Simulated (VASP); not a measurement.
# PbF2 (Fm-3m) in VASP: further runs, part 2 of 2

VASP 6.6.1. Earlier steps stand in the parts before.

### Step 4. Single point, r2SCAN

This run uses another cell than the first one, of 17.01 Å³/atom.

The input, POSCAR:

```
PbF2
1.0
    0.0000000000      2.9437690651      2.9437690651
    2.9437690651      0.0000000000      2.9437690651
    2.9437690651      2.9437690651      0.0000000000
Pb F
1 2
Direct
    0.0000000000      0.0000000000      0.0000000000
    0.7500000000      0.7500000000      0.7500000000
    0.2500000000      0.2500000000      0.2500000000
```

The input, INCAR.step1:

```
SYSTEM = PbF2
PREC = Accurate
ENCUT = 660
ISMEAR = -1
SIGMA = 0.05
LREAL = .FALSE.
LASPH = .TRUE.
NELM = 120
NBANDS = 21
GGA = PE
ALGO = Normal
EDIFF = 1E-5
LWAVE = .TRUE.
LCHARG = .FALSE.
GGA_COMPAT = .FALSE.
```

The input, INCAR.step2:

```
SYSTEM = PbF2
PREC = Accurate
ENCUT = 660
EDIFF = 1E-6
ISMEAR = -1
SIGMA = 0.05
LREAL = .FALSE.
LASPH = .TRUE.
NELM = 120
ALGO = Normal
ISIF = 2
LWAVE = .FALSE.
LCHARG = .FALSE.
METAGGA = R2SCAN
LMIXTAU = .TRUE.
NBANDS = 21
ISTART = 1
GGA_COMPAT = .FALSE.
```

The input, KPOINTS:

```
regular mesh
0
G
  8 8 8
  0 0 0
```

Started as:

```bash
$ cat potpaw_PBE.64/Pb_d/POTCAR potpaw_PBE.64/F/POTCAR > POTCAR
$ cp INCAR.step1 INCAR
$ mpirun -np 1 vasp_std > vasp.out
$ cp INCAR.step2 INCAR
$ mpirun -np 1 vasp_std > vasp.out
```

Wall time 2.5 min (1 thread of Oxide Virtual Turin-like, shared host); peak memory 0.2 GiB.

Results (log left out):

- Free energy: -70.1644 eV
- Pressure: 1.2 GPa
- Band gap on the k mesh: 4.93 eV (least direct gap 5.07 eV)

Levels at points of the mesh, in eV from the valence-band top:
| k point | band 12 | band 13 | band 14 | band 15 | band 16 | band 17 |
| --- | --- | --- | --- | --- | --- | --- |
| (0.00, 0.00, 0.00) | -2.28 | -2.28 | -2.28 | 7.32 | 7.32 | 7.32 |
| (0.50, 0.00, 0.00) | -2.46 | -2.46 | -0.08 | 5.37 | 8.30 | 8.30 |
| (0.50, 0.50, 0.00) | -1.85 | -1.85 | -0.15 | 4.93 | 8.52 | 8.52 |

Caveat: the PAW data sets were made with another functional, which shifts forces and pressure a little; spin-orbit coupling is left out, which moves the levels of the heavy elements.

### Step 5. Single point, r2SCAN

This run uses another cell than the first one, of 17.35 Å³/atom.

The input, POSCAR:

```
PbF2
1.0
    0.0000000000      2.9636600000      2.9636600000
    2.9636600000      0.0000000000      2.9636600000
    2.9636600000      2.9636600000      0.0000000000
Pb F
1 2
Direct
    0.0000000000      0.0000000000      0.0000000000
    0.7500000000      0.7500000000      0.7500000000
    0.2500000000      0.2500000000      0.2500000000
```

The input, INCAR.step1:

```
SYSTEM = PbF2
ALGO = Normal
EDIFF = 1E-5
ENCUT = 660
GGA = PE
GGA_COMPAT = .False.
ISMEAR = -1
LASPH = .True.
LCHARG = .False.
LREAL = .False.
LWAVE = .True.
NBANDS = 21
NELM = 120
PREC = Accurate
SIGMA = 0.05
```

The input, INCAR.step2:

```
SYSTEM = PbF2
ALGO = Normal
EDIFF = 1E-6
ENCUT = 660
GGA_COMPAT = .False.
ISIF = 2
ISMEAR = -1
ISTART = 1
LASPH = .True.
LCHARG = .False.
LMIXTAU = .True.
LREAL = .False.
LWAVE = .False.
METAGGA = R2SCAN
NBANDS = 21
NELM = 120
PREC = Accurate
SIGMA = 0.05
```

The input, KPOINTS:

```
k-points
0
Gamma
  8 8 8
  0 0 0
```

Started as:

```bash
$ cat potpaw_PBE.64/Pb_d/POTCAR potpaw_PBE.64/F/POTCAR > POTCAR
$ cp INCAR.step1 INCAR
$ mpirun -np 1 vasp_std > vasp.out
$ cp INCAR.step2 INCAR
$ mpirun -np 1 vasp_std > vasp.out
```

Wall time 2.5 min (1 thread of Oxide Virtual Turin-like, shared host); peak memory 0.2 GiB.

The run converged. Its results:

```yaml
Free_energy: -70.1693 eV
Pressure: -0.4 GPa
Band_gap_on_the_k_mesh: 4.94 eV (least direct gap 5.08 eV)
```

Levels at points of the mesh, in eV from the valence-band top:
```tsv
k point	band 11	band 12	band 13	band 14	band 15	band 16	band 17	band 18
(0.00, 0.00, 0.00)	-2.65	-2.14	-2.14	-2.14	7.30	7.30	7.30	10.69
(0.50, 0.00, 0.00)	-2.83	-2.32	-2.32	-0.06	5.38	8.24	8.24	13.45
(0.50, 0.50, 0.00)	-1.73	-1.73	-1.73	-0.14	4.94	8.45	8.45	9.08
```

Caveat: the PAW data sets were made with another functional, which shifts forces and pressure a little; spin-orbit coupling is left out, which moves the levels of the heavy elements.

### Step 6. Single point, r2SCAN

This run uses another cell than the first one, of 17.70 Å³/atom.

The input, POSCAR:

```
PbF2
1.0
    0.0000000000      2.9832874594      2.9832874594
    2.9832874594      0.0000000000      2.9832874594
    2.9832874594      2.9832874594      0.0000000000
Pb F
1 2
Direct
    0.0000000000      0.0000000000      0.0000000000
    0.7500000000      0.7500000000      0.7500000000
    0.2500000000      0.2500000000      0.2500000000
```

The input, INCAR.step1:

```
PREC = Accurate
ENCUT = 660
ISMEAR = -1
SIGMA = 0.05
LREAL = False
LASPH = True
NELM = 120
NBANDS = 21
GGA = PE
ALGO = Normal
EDIFF = 1E-5
LWAVE = True
LCHARG = False
GGA_COMPAT = False
```

The input, INCAR.step2:

```
PREC = Accurate
ENCUT = 660
EDIFF = 1E-6
ISMEAR = -1
SIGMA = 0.05
LREAL = False
LASPH = True
NELM = 120
ALGO = Normal
ISIF = 2
LWAVE = False
LCHARG = True
METAGGA = R2SCAN
LMIXTAU = True
LELF = True
LVHAR = True
NBANDS = 21
ISTART = 1
GGA_COMPAT = False
```

The input, KPOINTS:

```
Automatic mesh
0
Gamma
  8 8 8
```

Potentials or basis: VASP PAW PBE potentials, release 64 (Pb_d, F).

Started as:

```bash
$ cat potpaw_PBE.64/Pb_d/POTCAR potpaw_PBE.64/F/POTCAR > POTCAR
$ cp INCAR.step1 INCAR
$ mpirun -np 1 vasp_std > vasp.out
$ cp INCAR.step2 INCAR
$ mpirun -np 1 vasp_std > vasp.out
```

OUTCAR:

```text
PREC = Accurate
   ENCUT = 660
   EDIFF = 1E-6
   ISMEAR = -1
   LREAL = False
   LASPH = True
   NELM = 120
   ISIF = 2
   METAGGA = R2SCAN
   ISTART = 1

 ion  position               nearest neighbor table
   1  0.000  0.000  0.000-   2 2.58   2 2.58   3 2.58   3 2.58   2 2.58   2 2.58   3 2.58   3 2.58

   2  0.750  0.750  0.750-   1 2.58   1 2.58   1 2.58   1 2.58
   3  0.250  0.250  0.250-   1 2.58   1 2.58   1 2.58   1 2.58

  LATTYP: Found a face centered cubic cell.
 ALAT       =     5.9665749188

  Lattice vectors:

 A1 = (   0.0000000000,   2.9832874594,   2.9832874594)
 A2 = (   2.9832874594,   0.0000000000,   2.9832874594)
 A3 = (   2.9832874594,   2.9832874594,   0.0000000000)

Analysis of symmetry for initial positions (statically):
=====================================================================
 Subroutine PRICEL returns:
 Original cell was already a primitive cell.

 Routine SETGRP: Setting up the symmetry group for a
 face centered cubic supercell.

 Subroutine GETGRP returns: Found 48 space group operations
 (whereof 48 operations were pure point group operations)
 out of a pool of 48 trial point group operations.

The static configuration has the point symmetry O_h .

Analysis of symmetry for dynamics (positions and initial velocities):
=====================================================================
 Subroutine PRICEL returns:
 Original cell was already a primitive cell.

 Routine SETGRP: Setting up the symmetry group for a
 face centered cubic supercell.

 Subroutine GETGRP returns: Found 48 space group operations
 (whereof 48 operations were pure point group operations)
 out of a pool of 48 trial point group operations.

The dynamic configuration has the point symmetry O_h .

 Subroutine INISYM returns: Found 48 space group operations
 (whereof 48 operations are pure point group operations),
 and found     1 'primitive' translations

----------------------------------------------------------------------------------------

                                     Primitive cell

  volume of cell :      53.1025

  direct lattice vectors                    reciprocal lattice vectors
     0.000000000  2.983287459  2.983287459    -0.167600343  0.167600343  0.167600343
     2.983287459  0.000000000  2.983287459     0.167600343 -0.167600343  0.167600343
     2.983287459  2.983287459  0.000000000     0.167600343  0.167600343 -0.167600343

  length of vectors
     4.219005586  4.219005586  4.219005586     0.290292309  0.290292309  0.290292309

  position of ions in fractional coordinates (direct lattice)
     0.000000000  0.000000000  0.000000000
     0.750000000  0.750000000  0.750000000
     0.250000000  0.250000000  0.250000000

  ion indices of the primitive-cell ions
   primitive index   ion index
                 1           1
                 2           2
                 3           3

----------------------------------------------------------------------------------------

 KPOINTS: Automatic mesh

Automatic generation of k-mesh.
 Grid dimensions read from file:
 generate k-points for:    8    8    8

 Generating k-lattice:

  Cartesian coordinates                     Fractional coordinates (reciprocal lattice)
    -0.020950043  0.020950043  0.020950043     0.125000000  0.000000000  0.000000000
     0.020950043 -0.020950043  0.020950043     0.000000000  0.125000000  0.000000000
     0.020950043  0.020950043 -0.020950043     0.000000000  0.000000000  0.125000000

  Length of vectors
     0.036286539  0.036286539  0.036286539

  Shift w.r.t. Gamma in fractional coordinates (k-lattice)
     0.000000000  0.000000000  0.000000000

 Subroutine IBZKPT returns following result:
 ===========================================

 Found     29 irreducible k-points:

 Following reciprocal coordinates:
            Coordinates               Weight
  0.000000  0.000000  0.000000      1.000000
  0.125000  0.000000  0.000000      8.000000
  0.250000  0.000000  0.000000      8.000000
  0.375000  0.000000  0.000000      8.000000
  0.500000  0.000000  0.000000      4.000000
  0.125000  0.125000  0.000000      6.000000
[... 16 lines left out ...]
  0.500000  0.250000  0.125000     48.000000
 -0.375000  0.250000  0.125000     24.000000
 [... further k-points ...]
   k-points           NKPTS =     29   k-points in BZ     NKDIM =     29   number of bands    NBANDS=     21
   number of dos      NEDOS =    301   number of ions     NIONS =      3
   total plane-waves  NPLWV =  46656
   dimension x,y,z NGX =    36 NGY =   36 NGZ =   36
   dimension x,y,z NGXF=    72 NGYF=   72 NGZF=   72
   ions per type =               1   2
   NGX,Y,Z   is equivalent  to a cutoff of  14.19, 14.19, 14.19 a.u.
   NGXF,Y,Z  is equivalent  to a cutoff of  28.37, 28.37, 28.37 a.u.
 SYSTEM =  unknown system
   PREC   = accura    normal or accurate (medium, high low for compatibility)
   ISTART =      1    job   : 0-new  1-cont  2-samecut
   ICHARG =      0    charge: 1-file 2-atom 10-const
   ISPIN  =      1    spin polarized calculation?
   LNONCOLLINEAR =      F non collinear calculations
   LSORBIT =      F    spin-orbit coupling
   LASPH  =      T    aspherical Exc in radial PAW
   ENCUT  =  660.0 eV  48.51 Ry    6.96 a.u.   8.84  8.84  8.84*2*pi/ulx,y,z
   NELM   =    120;   NELMIN=  2; NELMDL=  0     # of ELM steps
   EDIFF  = 0.1E-05   stopping-criterion for ELM
   LREAL  =      F    real-space projection
   EDIFFG = 0.1E-04   stopping-criterion for IOM
   NSW    =      0    number of steps for IOM
   IBRION =     -1    ionic relax: 0-MD 1-quasi-New 2-CG
   NFREE  =      0    steps in history (QN), initial steepest desc. (CG)
   ISIF   =      2    stress and relaxation
   ISYM   =      2    0-nonsym 1-usesym 2-fastsym
   POTIM  = 0.5000    time-step for ionic-motion
   TEBEG  =    0.0;   TEEND  =   0.0 temperature during run
   PSTRESS=    0.0 pullay stress
   NELECT =      28.0000    total number of electrons
   NUPDOWN=      -1.0000    fix difference up-down
   EMIN   =  10.00;   EMAX   =-10.00  energy-range for DOS
   EFERMI =   0.00;   METHOD = LEGACY
   ISMEAR =    -1;   SIGMA  =   0.05  broadening in eV -4-tet -1-fermi 0-gaus
   EFERMI_NEDOS =   21; number of points for ismear=-14 and -15
   IALGO  =     38    algorithm
   IMIX   =      4    mixing-type and parameters
     AMIX     =   0.40;   BMIX     =  1.00
     AMIX_MAG =   1.60;   BMIX_MAG =  1.00
  volume/ion in A,a.u.               =      17.70       119.45
  Fermi-wavevector in a.u.,A,eV,Ry     =   1.322581  2.499316 23.799604  1.749222
  Thomas-Fermi vector in A             =   2.452252
   LORBIT       =      0    0 simple, 1 ext, 2 COOP (PROOUT), +10 PAW based schemes
   METAGGA = R2SCAN    functional components
   LHFCALC =     F    Hartree Fock is set to
   AEXX    =    0.0000 exact exchange contribution
   IVDW    =     0    specifies the selected vdW correction
   LEPSILON=     F    determine dielectric tensor
   LRPA    =     F    only Hartree local field effects (RPA)
 non-spin polarized calculation
  energy-cutoff  :      660.00
  volume of cell :       53.10
 maximum number of plane-waves:      2085
   NGX = 17   NGY = 17   NGZ = 17

 number of electron      28.0000003 magnetization

 Free energy of the ion-electron system (eV)
  ---------------------------------------------------
  ext. energy  EPLUGINS =         0.00000000
  ---------------------------------------------------
  free energy    TOTEN  =       -70.16431187 eV

  energy without entropy =      -70.16431187  energy(sigma->0) =      -70.16431187

 E-fermi :   2.4954     XC(G=0):  -9.9029

 val. band max:        1.2573608945   @ k =  -0.2500   0.5000   0.2500
 cond. band min:       6.1980935038   @ k =   0.5000   0.5000   0.0000
 fundamental gap:      4.9407326093
 Fermi energy:         2.4953908863

 k-point     1 :       0.0000    0.0000    0.0000
  band No.  band energies     occupation
      1     -20.9591      2.00000
      2     -20.4038      2.00000
      3     -13.5795      2.00000
      4     -13.5795      2.00000
      5     -13.5795      2.00000
      6     -13.5376      2.00000
[... 13 lines left out ...]
     20      17.1362      0.00000
     21      19.4328      0.00000

 k-point     2 :       0.1250    0.0000    0.0000
  band No.  band energies     occupation
      1     -20.9326      2.00000
      2     -20.4277      2.00000
      3     -13.5740      2.00000
      4     -13.5740      2.00000
      5     -13.5515      2.00000
      6     -13.5374      2.00000
[... 520 lines left out ...]
 k-point    24 :      -0.3750    0.2500    0.1250
  band No.  band energies     occupation
      1     -20.6804      2.00000
      2     -20.6509      2.00000
      3     -13.5559      2.00000
      4     -13.5470      2.00000
      5     -13.5105      2.00000
      6     -13.4818      2.00000
[... 13 lines left out ...]
     20      17.9406      0.00000
     21      18.3744      0.00000

 [... further k-points ...]
[... 5 lines left out ...]
  --------------------------------------------------------------------------------------
  -------------------------------------------------------------------------------------
  Total       -0.6096625     -0.6096625     -0.6096625     -0.0000000     -0.0000000      0.0000000
  in kB      -18.3943638    -18.3943638    -18.3943638     -0.0000000     -0.0000000      0.0000000
  external PRESSURE =     -18.3943638 kB  Pullay stress =       0.0000000 kB

 VOLUME and BASIS-vectors are now :
 -----------------------------------------------------------------------------
  energy-cutoff  :      660.00
  volume of cell :       53.10
      direct lattice vectors                 reciprocal lattice vectors
     0.000000000  2.983287459  2.983287459    -0.167600343  0.167600343  0.167600343
     2.983287459  0.000000000  2.983287459     0.167600343 -0.167600343  0.167600343
     2.983287459  2.983287459  0.000000000     0.167600343  0.167600343 -0.167600343

 POSITION                                       TOTAL-FORCE (eV/Angst)
 -----------------------------------------------------------------------------------
      0.00000      0.00000      0.00000         0.000000     -0.000000     -0.000000
      4.47493      4.47493      4.47493         0.000000      0.000000      0.000000
      1.49164      1.49164      1.49164        -0.000000     -0.000000     -0.000000
 -----------------------------------------------------------------------------------
    total drift:                                0.000000      0.000000      0.000000

  FREE ENERGIE OF THE ION-ELECTRON SYSTEM (eV)
  ---------------------------------------------------
  free  energy   TOTEN  =       -70.1643118744 eV

  energy  without entropy=      -70.1643118744  energy(sigma->0) =      -70.16431187
```

Run time: 2.5 min. Hardware: 1 thread of Oxide Virtual Turin-like, shared host; peak memory 0.2 GiB.

What came out:

| Property | Result |
| --- | --- |
| Free energy | -70.1643 eV |
| Pressure | -1.8 GPa |
| Band gap on the k mesh | 4.94 eV (least direct gap 5.08 eV) |

Caveat: the PAW data sets were made with another functional, which shifts forces and pressure a little; spin-orbit coupling is left out, which moves the levels of the heavy elements. r2SCAN opens gaps a little over a GGA but as a rule still falls short of measured ones.

### Step 7. Summary

```csv
cell,gap on the mesh (eV),pressure (GPa)
"a = 4.106 Å, angles 60.0°, 3 atoms",4.90,5.1
"a = 4.135 Å, angles 60.0°, 3 atoms",4.92,3.0
"a = 4.163 Å, angles 60.0°, 3 atoms",4.93,1.2
"a = 4.191 Å, angles 60.0°, 3 atoms",4.94,-0.4
"a = 4.219 Å, angles 60.0°, 3 atoms",4.94,-1.8
```

Alike in all rows: task single point; level r2SCAN; potentials or basis VASP PAW PBE potentials, release 64 (Pb_d, F); no spin polarisation; k mesh 8 × 8 × 8; cutoff (eV) 660; smearing fermi-dirac 0.05 eV.

Caveats: the PAW data sets were made with another functional, which shifts forces and pressure a little; spin-orbit coupling is left out, which moves the levels of the heavy elements; the cell stands under pressure (at least some runs).

Total energies depend on the potentials used, so only differences within one code and one set of settings carry meaning.
